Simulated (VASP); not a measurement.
# KTaO3 (Pm-3m) in VASP: further runs

KTaO3 is run at these levels: PBE; tasks: single point.

Program: VASP 6.6.1. These are calculated values, not measurements. Logs are shortened: lines on timing, memory, paths and dates and some standing lists are left out, and cuts for length are marked.

### 1 The cell of the first run

It takes space group Pm-3m (No. 221, cubic). Conventional cell: a = 3.856 Å, b = 3.856 Å, c = 3.856 Å, α = 90.00°, β = 90.00°, γ = 90.00°. Within 3.6 Å of K (site symmetry m-3m) lie 12 O at 2.73 Å and 8 Ta at 3.34 Å. Ta (site symmetry m-3m) has 6 O at 1.93 Å within 2.6 Å. Within 2.6 Å of O (site symmetry 4/mmm) lie 2 Ta at 1.93 Å.

### 2 Single point, PBE (volume scaled by 0.88)

Input file INCAR:

```
SYSTEM = KTaO3
  PREC = Accurate
  ENCUT = 520
  EDIFF = 1E-7
  ISMEAR = 0
  SIGMA = 0.02
  LREAL = .FALSE.
  LASPH = .TRUE.
  NELM = 100
  ALGO = Normal
  ISIF = 2
  LWAVE = .FALSE.
  LCHARG = .FALSE.
  GGA = PE
  NBANDS = 27
```

Input file KPOINTS:

```
Automatic mesh
0
G
  8 8 8
  0 0 0
```

Input file POSCAR:

```
KTaO3
1.0
    3.8564994787      0.0000000000      0.0000000000
    0.0000000000      3.8564994787      0.0000000000
    0.0000000000      0.0000000000      3.8564994787
K Ta O
1 1 3
Direct
    0.5000000000      0.5000000000      0.5000000000
    0.0000000000      0.0000000000      0.0000000000
    0.5000000000      0.0000000000      0.0000000000
    0.0000000000      0.5000000000      0.0000000000
    0.0000000000      0.0000000000      0.5000000000
```

Potentials or basis: VASP PAW PBE potentials, release 64 (K_sv, Ta_pv, O).

Started as:

```sh
> cat potpaw_PBE.64/K_sv/POTCAR potpaw_PBE.64/Ta_pv/POTCAR potpaw_PBE.64/O/POTCAR > POTCAR
> mpirun -np 1 vasp_std > vasp.out
```

OUTCAR:

```text
SYSTEM = KTaO3
   PREC = Accurate
   ENCUT = 520
   EDIFF = 1E-7
   ISMEAR = 0
   LREAL = .FALSE.
   LASPH = .TRUE.
   NELM = 100
   ISIF = 2
   GGA = PE

 ion  position               nearest neighbor table
   1  0.500  0.500  0.500-   3 2.73   4 2.73   5 2.73   3 2.73   4 2.73   3 2.73   5 2.73   3 2.73
                             4 2.73   5 2.73   4 2.73   5 2.73   2 3.34   2 3.34   2 3.34   2 3.34
   2  0.000  0.000  0.000-   3 1.93   4 1.93   5 1.93   5 1.93   4 1.93   3 1.93   1 3.34   1 3.34
                             1 3.34   1 3.34   1 3.34   1 3.34   1 3.34   1 3.34
   3  0.500  0.000  0.000-   2 1.93   2 1.93   1 2.73   1 2.73   1 2.73   1 2.73
   4  0.000  0.500  0.000-   2 1.93   2 1.93   1 2.73   1 2.73   1 2.73   1 2.73
   5  0.000  0.000  0.500-   2 1.93   2 1.93   1 2.73   1 2.73   1 2.73   1 2.73

  LATTYP: Found a simple cubic cell.
 ALAT       =     3.8564994787

  Lattice vectors:

 A1 = (   3.8564994787,   0.0000000000,   0.0000000000)
 A2 = (   0.0000000000,   3.8564994787,   0.0000000000)
 A3 = (   0.0000000000,   0.0000000000,   3.8564994787)

Analysis of symmetry for initial positions (statically):
=====================================================================
 Subroutine PRICEL returns:
 Original cell was already a primitive cell.

 Routine SETGRP: Setting up the symmetry group for a
 simple cubic supercell.

 Subroutine GETGRP returns: Found 48 space group operations
 (whereof 48 operations were pure point group operations)
 out of a pool of 48 trial point group operations.

The static configuration has the point symmetry O_h .

Analysis of symmetry for dynamics (positions and initial velocities):
=====================================================================
 Subroutine PRICEL returns:
 Original cell was already a primitive cell.

 Routine SETGRP: Setting up the symmetry group for a
 simple cubic supercell.

 Subroutine GETGRP returns: Found 48 space group operations
 (whereof 48 operations were pure point group operations)
 out of a pool of 48 trial point group operations.

The dynamic configuration has the point symmetry O_h .

 Subroutine INISYM returns: Found 48 space group operations
 (whereof 48 operations are pure point group operations),
 and found     1 'primitive' translations

----------------------------------------------------------------------------------------

                                     Primitive cell

  volume of cell :      57.3561

  direct lattice vectors                    reciprocal lattice vectors
     3.856499479  0.000000000  0.000000000     0.259302511  0.000000000  0.000000000
     0.000000000  3.856499479  0.000000000     0.000000000  0.259302511  0.000000000
     0.000000000  0.000000000  3.856499479     0.000000000  0.000000000  0.259302511

  length of vectors
     3.856499479  3.856499479  3.856499479     0.259302511  0.259302511  0.259302511

  position of ions in fractional coordinates (direct lattice)
     0.500000000  0.500000000  0.500000000
     0.000000000  0.000000000  0.000000000
     0.500000000  0.000000000  0.000000000
     0.000000000  0.500000000  0.000000000
     0.000000000  0.000000000  0.500000000

  ion indices of the primitive-cell ions
   primitive index   ion index
                 1           1
                 2           2
                 3           3
                 4           4
                 5           5

----------------------------------------------------------------------------------------

 KPOINTS: Automatic mesh

Automatic generation of k-mesh.
 Grid dimensions read from file:
 generate k-points for:    8    8    8

 Generating k-lattice:

  Cartesian coordinates                     Fractional coordinates (reciprocal lattice)
     0.032412814  0.000000000  0.000000000     0.125000000  0.000000000  0.000000000
     0.000000000  0.032412814  0.000000000     0.000000000  0.125000000  0.000000000
     0.000000000  0.000000000  0.032412814     0.000000000  0.000000000  0.125000000

  Length of vectors
     0.032412814  0.032412814  0.032412814

  Shift w.r.t. Gamma in fractional coordinates (k-lattice)
     0.000000000  0.000000000  0.000000000

 Subroutine IBZKPT returns following result:
 ===========================================

 Found     35 irreducible k-points:

 Following reciprocal coordinates:
            Coordinates               Weight
  0.000000  0.000000  0.000000      1.000000
  0.125000  0.000000  0.000000      6.000000
  0.250000  0.000000  0.000000      6.000000
  0.375000  0.000000  0.000000      6.000000
  0.500000  0.000000  0.000000      3.000000
  0.125000  0.125000  0.000000     12.000000
[... 16 lines left out ...]
  0.375000  0.375000  0.125000     24.000000
  0.500000  0.375000  0.125000     24.000000
 [... further k-points ...]
   k-points           NKPTS =     35   k-points in BZ     NKDIM =     35   number of bands    NBANDS=     27
   number of dos      NEDOS =    301   number of ions     NIONS =      5
   total plane-waves  NPLWV =  27000
   dimension x,y,z NGX =    30 NGY =   30 NGZ =   30
   dimension x,y,z NGXF=    60 NGYF=   60 NGZF=   60
   ions per type =               1   1   3
   NGX,Y,Z   is equivalent  to a cutoff of  12.93, 12.93, 12.93 a.u.
   NGXF,Y,Z  is equivalent  to a cutoff of  25.86, 25.86, 25.86 a.u.
 SYSTEM =  KTaO3
   PREC   = accura    normal or accurate (medium, high low for compatibility)
   ISTART =      0    job   : 0-new  1-cont  2-samecut
   ICHARG =      2    charge: 1-file 2-atom 10-const
   ISPIN  =      1    spin polarized calculation?
   LNONCOLLINEAR =      F non collinear calculations
   LSORBIT =      F    spin-orbit coupling
   LASPH  =      T    aspherical Exc in radial PAW
   ENCUT  =  520.0 eV  38.22 Ry    6.18 a.u.   7.17  7.17  7.17*2*pi/ulx,y,z
   NELM   =    100;   NELMIN=  2; NELMDL= -5     # of ELM steps
   EDIFF  = 0.1E-06   stopping-criterion for ELM
   LREAL  =      F    real-space projection
   EDIFFG = 0.1E-05   stopping-criterion for IOM
   NSW    =      0    number of steps for IOM
   IBRION =     -1    ionic relax: 0-MD 1-quasi-New 2-CG
   NFREE  =      0    steps in history (QN), initial steepest desc. (CG)
   ISIF   =      2    stress and relaxation
   ISYM   =      2    0-nonsym 1-usesym 2-fastsym
   POTIM  = 0.5000    time-step for ionic-motion
   TEBEG  =    0.0;   TEEND  =   0.0 temperature during run
   PSTRESS=    0.0 pullay stress
   NELECT =      38.0000    total number of electrons
   NUPDOWN=      -1.0000    fix difference up-down
   EMIN   =  10.00;   EMAX   =-10.00  energy-range for DOS
   EFERMI =   0.00;   METHOD = LEGACY
   ISMEAR =     0;   SIGMA  =   0.02  broadening in eV -4-tet -1-fermi 0-gaus
   EFERMI_NEDOS =   21; number of points for ismear=-14 and -15
   IALGO  =     38    algorithm
   IMIX   =      4    mixing-type and parameters
     AMIX     =   0.40;   BMIX     =  1.00
     AMIX_MAG =   1.60;   BMIX_MAG =  1.00
  volume/ion in A,a.u.               =      11.47        77.41
  Fermi-wavevector in a.u.,A,eV,Ry     =   1.427171  2.696963 27.712588  2.036818
  Thomas-Fermi vector in A             =   2.547369
   LORBIT       =      0    0 simple, 1 ext, 2 COOP (PROOUT), +10 PAW based schemes
   GGA     = PE    functional components
   LHFCALC =     F    Hartree Fock is set to
   AEXX    =    0.0000 exact exchange contribution
   IVDW    =     0    specifies the selected vdW correction
   LEPSILON=     F    determine dielectric tensor
   LRPA    =     F    only Hartree local field effects (RPA)
 non-spin polarized calculation
 Gauss-broadening in eV      SIGMA  =   0.02
  energy-cutoff  :      520.00
  volume of cell :       57.36
 maximum number of plane-waves:      1568
 NGX is ok and might be reduce to    30
   NGX = 15   NGY = 15   NGZ = 15

 number of electron      38.0000027 magnetization

 Free energy of the ion-electron system (eV)
  ---------------------------------------------------
  ext. energy  EPLUGINS =         0.00000000
  ---------------------------------------------------
  free energy    TOTEN  =       -40.32140685 eV

  energy without entropy =      -40.32140685  energy(sigma->0) =      -40.32140685

 E-fermi :   2.7515     XC(G=0): -11.4085

 val. band max:        2.5260435220   @ k =   0.5000   0.5000   0.5000
 cond. band min:       4.9105202949   @ k =   0.0000   0.0000   0.0000
 fundamental gap:      2.3844767730
 Fermi energy:         2.7514543105

 k-point     1 :       0.0000    0.0000    0.0000
  band No.  band energies     occupation
      1     -31.1516      2.00000
      2     -31.1516      2.00000
      3     -31.1516      2.00000
      4     -24.7345      2.00000
      5     -15.3944      2.00000
      6     -14.6781      2.00000
[... 19 lines left out ...]
     26      10.6247      0.00000
     27      10.6247      0.00000

 k-point     2 :       0.1250    0.0000    0.0000
  band No.  band energies     occupation
      1     -31.1739      2.00000
      2     -31.1507      2.00000
      3     -31.1507      2.00000
      4     -24.7270      2.00000
      5     -15.3471      2.00000
      6     -14.6734      2.00000
[... 19 lines left out ...]
     26      10.7998      0.00000
     27      11.3086      0.00000

 k-point     3 :       0.2500    0.0000    0.0000
  band No.  band energies     occupation
      1     -31.2271      2.00000
      2     -31.1485      2.00000
      3     -31.1485      2.00000
      4     -24.7092      2.00000
      5     -15.3143      2.00000
      6     -14.6623      2.00000
[... 594 lines left out ...]
      1     -31.2717      2.00000
      2     -31.2708      2.00000
      3     -31.1632      2.00000
      4     -24.6670      2.00000
      5     -14.7821      2.00000
      6     -13.7285      2.00000
[... 19 lines left out ...]
     26      13.6518      0.00000
     27      13.6728      0.00000

 k-point    24 :       0.5000    0.3750    0.1250
  band No.  band energies     occupation
      1     -31.2923      2.00000
      2     -31.2701      2.00000
      3     -31.1623      2.00000
      4     -24.6634      2.00000
      5     -14.7569      2.00000
      6     -13.7070      2.00000
[... 19 lines left out ...]
     26      13.6985      0.00000
     27      13.8977      0.00000

 [... further k-points ...]

------------------------ aborting loop because EDIFF is reached ----------------------------------------

  FORCE on cell =-STRESS in cart. coord.  units (eV):
  Direction    XX          YY          ZZ          XY          YZ          ZX
  --------------------------------------------------------------------------------------
  -------------------------------------------------------------------------------------
  Total       11.8643228     11.8643228     11.8643228      0.0000000      0.0000000     -0.0000000
  in kB      331.4161775    331.4161775    331.4161775      0.0000000      0.0000000     -0.0000000
  external PRESSURE =     331.4161775 kB  Pullay stress =       0.0000000 kB

 VOLUME and BASIS-vectors are now :
 -----------------------------------------------------------------------------
  energy-cutoff  :      520.00
  volume of cell :       57.36
      direct lattice vectors                 reciprocal lattice vectors
     3.856499479  0.000000000  0.000000000     0.259302511  0.000000000  0.000000000
     0.000000000  3.856499479  0.000000000     0.000000000  0.259302511  0.000000000
     0.000000000  0.000000000  3.856499479     0.000000000  0.000000000  0.259302511

 POSITION                                       TOTAL-FORCE (eV/Angst)
 -----------------------------------------------------------------------------------
      1.92825      1.92825      1.92825         0.000000      0.000000      0.000000
      0.00000      0.00000      0.00000         0.000000      0.000000      0.000000
      1.92825      0.00000      0.00000         0.000000      0.000000      0.000000
      0.00000      1.92825      0.00000         0.000000      0.000000      0.000000
      0.00000      0.00000      1.92825         0.000000      0.000000      0.000000
 -----------------------------------------------------------------------------------
    total drift:                                0.000000     -0.000000      0.000000

  FREE ENERGIE OF THE ION-ELECTRON SYSTEM (eV)
  ---------------------------------------------------
  free  energy   TOTEN  =       -40.3214068488 eV

  energy  without entropy=      -40.3214068488  energy(sigma->0) =      -40.32140685
```

It took 40 s on 1 thread of AMD EPYC 9R45 (Zen 5), shared host; peak memory 0.17 GiB.

Results:

- Free energy: -40.3214 eV
- Pressure: 33.1 GPa
- Band gap on the k mesh: 2.38 eV, indirect (least direct gap 2.93 eV)

Caveat: spin-orbit coupling is left out, which moves the levels of the heavy elements. A k mesh can miss the band edges.

[end of part 1 of 2]
